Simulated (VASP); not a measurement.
Set up this calculation in VASP 6.6.1, as the native input.

```yaml
Task: relaxation of cell and atoms
Functional: PBEsol
Potentials_or_basis: VASP PAW PBE potentials, release 64 (Cu, O)
Cutoff: 600 eV
k_mesh: 9 × 9 × 9
Occupations: fermi-dirac, width 0.05 eV
Spin: no spin polarisation
Target_pressure: 30 GPa
Dipole_correction: no
Further_INCAR_settings: ALGO = Normal; EDIFF = 1e-06; IBRION = 2; EDIFFG = -0.01; NSW = 60; ISIF = 3
```

The structure of Cu3O2 lies in POSCAR:

```
Cu3O2
1.0
   -2.0229820000      2.0229820000      3.6736170000
    2.0229820000     -2.0229820000      3.6736170000
    2.0229820000      2.0229820000     -3.6736170000
Cu O
3 2
Direct
    0.0000000000      0.0000000000      0.0000000000
    0.7500000000      0.2500000000      0.5000000000
    0.2500000000      0.7500000000      0.5000000000
    0.5000000000      0.0000000000      0.5000000000
    0.0000000000      0.5000000000      0.5000000000
```

The input as run:

INCAR

```
ALGO = Normal
EDIFF = 1E-6
EDIFFG = -0.01
ENCUT = 600
GGA = PS
IBRION = 2
ISIF = 3
ISMEAR = -1
LASPH = True
LCHARG = False
LREAL = False
LWAVE = False
NELM = 100
NSW = 60
PREC = Accurate
PSTRESS = 300.0
SIGMA = 0.05
```

KPOINTS

```
k-points
0
Gamma
  9 9 9
```

Potentials or basis: VASP PAW PBE potentials, release 64 (Cu, O).

The run is started by

```sh
$ cat potpaw_PBE.64/Cu/POTCAR potpaw_PBE.64/O/POTCAR > POTCAR
$ mpirun -np 1 vasp_std > vasp.out
```

It gave:

```yaml
Relaxed_volume: 9.75 Å³/atom
Relaxed_cell: a = 4.426 Å, b = 4.426 Å, c = 4.426 Å, α = 130.68°, β = 130.68°, γ = 72.32°
Space_group_after_relaxing_to_0.1_Å: I4/mmm (No. 139)
Energy_change_on_relaxing_the_run_minimises_the_enthalpy: +127.1 meV/atom
Ionic_steps: 12
Pressure_after_relaxing: 30.0 GPa
Band_gap_on_the_k_mesh: zero (an odd number of electrons rules out a gap without spin polarisation)
```

Caveat: the cell is relaxed towards a set pressure, so the run minimises the enthalpy, not the energy; the volume moved by over 15 % at a fixed basis, so the end points are rough; the PAW data sets were made with another functional, which shifts forces and pressure a little.

Wall time 42 min on 1 thread of Intel Xeon 8259CL, with other jobs on the host, peak memory 0.34 GiB.
